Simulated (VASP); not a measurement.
**HfO2: single point with LDA**

Crystal: HfO2.

```
Hf O
1.0
     0.00000    2.59116    2.59116
     2.59116    0.00000    2.59116
     2.59116    2.59116    0.00000
Hf O
1 2
Direct
  0.00000 0.00000 0.00000
  0.75000 0.75000 0.75000
  0.25000 0.25000 0.25000
```

This cell differs from its parent crystal: volume scaled by 1.04.

```json
{
 "Program": "VASP 6.6.1",
 "Task": "single point",
 "Functional": "LDA",
 "Potentials or basis": "VASP PAW LDA potentials, release 64 (Hf_pv, O)",
 "Cutoff": "520 eV",
 "k mesh": "9 × 9 × 9",
 "Occupations": "fermi-dirac, width 0.05 eV",
 "Spin": "no spin polarisation"
}
```

| Quantity | Value |
| --- | --- |
| Pressure | -26.6 GPa |
| Band gap on the k mesh | 3.52 eV, indirect (least direct gap 3.64 eV) |

Levels at points of the mesh, in eV from the valence-band top:
```csv
k point,band 8,band 9,band 10,band 11,band 12,band 13,band 14,band 15
"(0.00, 0.00, 0.00)",-4.97,-0.53,-0.53,-0.53,3.57,3.57,5.22,9.61
```

It took 12 s on 1 thread of Intel(R) Xeon(R) Platinum 8488C (Sapphire Rapids), with other jobs on the host, peak memory 0.15 GiB.

Caveat: spin-orbit coupling is left out, which moves the levels of the heavy elements. A k mesh can miss the band edges.
